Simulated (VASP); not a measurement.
# MnSb (P6_3/mmc) in VASP: further runs

MnSb is run at these levels: PBEsol, PBE; tasks: single point.

Program: VASP 6.6.1. These are calculated values, not measurements. Logs are shortened: lines on timing, memory, paths and dates and some standing lists are left out, and cuts for length are marked.

## 1. The cell of the first run

The structure is hexagonal, space group P6_3/mmc (No. 194). Conventional cell: a = 4.150 Å, b = 4.150 Å, c = 5.780 Å, α = 90.00°, β = 90.00°, γ = 120.00°. Sb (site symmetry -6m2) has 6 Mn at 2.80 Å within 3.7 Å. Mn (site symmetry -3m) has 6 Sb at 2.80 Å and 2 Mn at 2.89 Å within 3.7 Å.

## 2. Single point, PBEsol

File INCAR:

```
  PREC = Accurate
  ENCUT = 520
  EDIFF = 1E-7
  ISMEAR = -1
  SIGMA = 0.05
  LREAL = False
  LASPH = True
  NELM = 80
  ALGO = Normal
  ISIF = 2
  LWAVE = False
  LCHARG = False
  GGA = PS
  NBANDS = 26
```

File KPOINTS:

```
regular mesh
0
Gamma
  7 7 5
```

File POSCAR:

```
MnSb
1.0
    4.1500000000      0.0000000000      0.0000000000
   -2.0750000000      3.5940054257      0.0000000000
    0.0000000000      0.0000000000      5.7800000000
Sb Mn
2 2
Direct
    0.6666666667      0.3333333333      0.7500000000
    0.3333333333      0.6666666667      0.2500000000
    0.0000000000      0.0000000000      0.5000000000
    0.0000000000      0.0000000000      0.0000000000
```

Potentials or basis: VASP PAW PBE potentials, release 64 (Sb, Mn_pv).

Run with:

```bash
$ cat potpaw_PBE.64/Sb/POTCAR potpaw_PBE.64/Mn_pv/POTCAR > POTCAR
$ mpirun -np 1 vasp_std > vasp.out
```

OUTCAR:

```text
PREC = Accurate
   ENCUT = 520
   EDIFF = 1E-7
   ISMEAR = -1
   LREAL = False
   LASPH = True
   NELM = 80
   ISIF = 2
   GGA = PS

 ion  position               nearest neighbor table
   1  0.667  0.333  0.750-   3 2.80   4 2.80   3 2.80   4 2.80   3 2.80   4 2.80   2 3.75   2 3.75
                             2 3.75   2 3.75   2 3.75   2 3.75
   2  0.333  0.667  0.250-   3 2.80   4 2.80   3 2.80   4 2.80   3 2.80   4 2.80   1 3.75   1 3.75
                             1 3.75   1 3.75   1 3.75   1 3.75
   3  0.000  0.000  0.500-   1 2.80   2 2.80   2 2.80   1 2.80   1 2.80   2 2.80   4 2.89   4 2.89

   4  0.000  0.000  0.000-   1 2.80   2 2.80   2 2.80   1 2.80   1 2.80   2 2.80   3 2.89   3 2.89

  LATTYP: Found a hexagonal cell.
 ALAT       =     4.1500000000
 C/A-ratio  =     1.3927710843

  Lattice vectors:

 A1 = (   4.1500000000,   0.0000000000,   0.0000000000)
 A2 = (  -2.0750000000,   3.5940054257,   0.0000000000)
 A3 = (   0.0000000000,   0.0000000000,   5.7800000000)

Analysis of symmetry for initial positions (statically):
=====================================================================
 Subroutine PRICEL returns:
 Original cell was already a primitive cell.

 Routine SETGRP: Setting up the symmetry group for a
 hexagonal supercell.

 Subroutine GETGRP returns: Found 24 space group operations
 (whereof 12 operations were pure point group operations)
 out of a pool of 24 trial point group operations.

The static configuration has the point symmetry D_3d.
 The point group associated with its full space group is D_6h.

Analysis of symmetry for dynamics (positions and initial velocities):
=====================================================================
 Subroutine PRICEL returns:
 Original cell was already a primitive cell.

 Routine SETGRP: Setting up the symmetry group for a
 hexagonal supercell.

 Subroutine GETGRP returns: Found 24 space group operations
 (whereof 12 operations were pure point group operations)
 out of a pool of 24 trial point group operations.

The dynamic configuration has the point symmetry D_3d.
 The point group associated with its full space group is D_6h.

 Subroutine INISYM returns: Found 24 space group operations
 (whereof 12 operations are pure point group operations),
 and found     1 'primitive' translations

----------------------------------------------------------------------------------------

[... 93 lines left out ...]
   ENCUT  =  520.0 eV  38.22 Ry    6.18 a.u.   7.72  7.72 10.75*2*pi/ulx,y,z
   NELM   =     80;   NELMIN=  2; NELMDL= -5     # of ELM steps
   EDIFF  = 0.1E-06   stopping-criterion for ELM
   LREAL  =      F    real-space projection
   EDIFFG = 0.1E-05   stopping-criterion for IOM
   NSW    =      0    number of steps for IOM
   IBRION =     -1    ionic relax: 0-MD 1-quasi-New 2-CG
   NFREE  =      0    steps in history (QN), initial steepest desc. (CG)
   ISIF   =      2    stress and relaxation
   ISYM   =      2    0-nonsym 1-usesym 2-fastsym
   POTIM  = 0.5000    time-step for ionic-motion
   TEBEG  =    0.0;   TEEND  =   0.0 temperature during run
   PSTRESS=    0.0 pullay stress
   NELECT =      36.0000    total number of electrons
   NUPDOWN=      -1.0000    fix difference up-down
   EMIN   =  10.00;   EMAX   =-10.00  energy-range for DOS
   EFERMI =   0.00;   METHOD = LEGACY
   ISMEAR =    -1;   SIGMA  =   0.05  broadening in eV -4-tet -1-fermi 0-gaus
   EFERMI_NEDOS =   21; number of points for ismear=-14 and -15
   IALGO  =     38    algorithm
   IMIX   =      4    mixing-type and parameters
     AMIX     =   0.40;   BMIX     =  1.00
     AMIX_MAG =   1.60;   BMIX_MAG =  1.00
  volume/ion in A,a.u.               =      21.55       145.44
  Fermi-wavevector in a.u.,A,eV,Ry     =   1.223651  2.312364 20.372288  1.497321
  Thomas-Fermi vector in A             =   2.358754
   LORBIT       =      0    0 simple, 1 ext, 2 COOP (PROOUT), +10 PAW based schemes
   GGA     = PS    functional components
   LHFCALC =     F    Hartree Fock is set to
   AEXX    =    0.0000 exact exchange contribution
   IVDW    =     0    specifies the selected vdW correction
   LEPSILON=     F    determine dielectric tensor
   LRPA    =     F    only Hartree local field effects (RPA)
 non-spin polarized calculation
  energy-cutoff  :      520.00
  volume of cell :       86.21
 maximum number of plane-waves:      2350
 NGX is ok and might be reduce to    32
   NGX = 15   NGY = 15   NGZ = 21

 number of electron      36.0000010 magnetization

 Free energy of the ion-electron system (eV)
  ---------------------------------------------------
  ext. energy  EPLUGINS =         0.00000000
  ---------------------------------------------------
  free energy    TOTEN  =       -26.30809906 eV

  energy without entropy =      -26.21048784  energy(sigma->0) =      -26.25929345

 E-fermi :   6.9923     XC(G=0): -10.7790

 val. band max:        6.9815952680   @ k =   0.4286  -0.0000   0.2000
 cond. band min:       6.9940043070   @ k =   0.4286   0.1429   0.4000
 fundamental gap:      0.0124090390
 Fermi energy:         6.9922503590

 k-point     1 :       0.0000    0.0000    0.0000
  band No.  band energies     occupation
      1     -40.6336      2.00000
      2     -40.5480      2.00000
      3     -40.3817      2.00000
      4     -40.3817      2.00000
      5     -40.3733      2.00000
      6     -40.3733      2.00000
[... 685 lines left out ...]
     25      13.0594      0.00000
     26      13.0827      0.00000

------------------------ aborting loop because EDIFF is reached ----------------------------------------

  FORCE on cell =-STRESS in cart. coord.  units (eV):
  Direction    XX          YY          ZZ          XY          YZ          ZX
  --------------------------------------------------------------------------------------
  -------------------------------------------------------------------------------------
  Total       -9.4520978     -9.4520978    -13.3663702     -0.0000000     -0.0000000      0.0000000
  in kB     -175.6645495   -175.6645495   -248.4101879     -0.0000000     -0.0000000      0.0000000
  external PRESSURE =    -199.9130956 kB  Pullay stress =       0.0000000 kB

 VOLUME and BASIS-vectors are now :
 -----------------------------------------------------------------------------
  energy-cutoff  :      520.00
  volume of cell :       86.21
      direct lattice vectors                 reciprocal lattice vectors
     4.150000000  0.000000000  0.000000000     0.240963855  0.139120547  0.000000000
    -2.075000000  3.594005426  0.000000000     0.000000000  0.278241094  0.000000000
     0.000000000  0.000000000  5.780000000     0.000000000  0.000000000  0.173010381

 POSITION                                       TOTAL-FORCE (eV/Angst)
 -----------------------------------------------------------------------------------
      2.07500      1.19800      4.33500        -0.000000      0.000000      0.000000
     -0.00000      2.39600      1.44500         0.000000     -0.000000      0.000000
      0.00000      0.00000      2.89000        -0.000000      0.000000      0.000000
      0.00000      0.00000      0.00000        -0.000000      0.000000      0.000000
 -----------------------------------------------------------------------------------
    total drift:                               -0.000000      0.000000      0.000000

  FREE ENERGIE OF THE ION-ELECTRON SYSTEM (eV)
  ---------------------------------------------------
  free  energy   TOTEN  =       -26.3080990643 eV

  energy  without entropy=      -26.2104878371  energy(sigma->0) =      -26.25929345
```

Wall time 28 s (1 thread of Intel Xeon 6975P-C (Granite Rapids), shared host); peak memory 0.23 GiB.

What came out:

```
Free energy            : -26.3081 eV
Pressure               : -20.0 GPa
Band gap on the k mesh : zero (band 18 reaches 7.18 eV, above the bottom of band 19 at 6.89 eV)
```

Stress tensor (GPa, compression positive):
```
-17.57   0.00   0.00
  0.00 -17.57   0.00
  0.00   0.00 -24.84
```

Levels at points of the mesh, in eV from the Fermi level:
```csv
k point,band 16,band 17,band 18,band 19,band 20,band 21
"(0.00, 0.00, 0.00)",-0.47,0.19,0.19,0.94,0.94,1.34
```

Caveat: the PAW data sets were made with another functional, which shifts forces and pressure a little; spin-orbit coupling is left out, which moves the levels of the heavy elements. Spin polarisation is off, so any magnetic state and its effect on volume and gap are missing.

## 3. Single point, PBE

File INCAR:

```
ALGO = Normal
EDIFF = 1E-6
ENCUT = 520
GGA = PE
ISIF = 2
ISMEAR = -1
LASPH = True
LCHARG = False
LREAL = False
LWAVE = False
NBANDS = 26
NELM = 60
PREC = Accurate
SIGMA = 0.05
```

File KPOINTS:

```
k-points
0
Gamma
  7 7 5
```

POSCAR is that of step 2.

Potentials or basis: VASP PAW PBE potentials, release 64 (Sb, Mn_pv).

Run with:

```bash
$ cat potpaw_PBE.64/Sb/POTCAR potpaw_PBE.64/Mn_pv/POTCAR > POTCAR
$ mpirun -np 1 vasp_std > vasp.out
```

Run time: 28 s. Hardware: 1 thread of Intel Xeon Platinum 8488C (Sapphire Rapids), shared host; peak memory 0.23 GiB.

The run converged. Its results:

```yaml
Free_energy: -24.3244 eV
Pressure: -16.2 GPa
Band_gap_on_the_k_mesh: zero (band 18 reaches 7.34 eV, above the bottom of band 19 at 7.03 eV)
```

Stress tensor (GPa, compression positive):
```
-13.70   0.00   0.00
  0.00 -13.70   0.00
  0.00   0.00 -21.11
```

Levels at points of the mesh, in eV from the Fermi level:
| k point | band 14 | band 15 | band 16 | band 17 | band 18 | band 19 | band 20 | band 21 | band 22 | band 23 |
| --- | --- | --- | --- | --- | --- | --- | --- | --- | --- | --- |
| (0.00, 0.00, 0.00) | -0.92 | -0.46 | -0.46 | 0.20 | 0.20 | 0.94 | 0.94 | 1.32 | 2.86 | 3.41 |

Caveat: spin-orbit coupling is left out, which moves the levels of the heavy elements. Spin polarisation is off, so any magnetic state and its effect on volume and gap are missing.
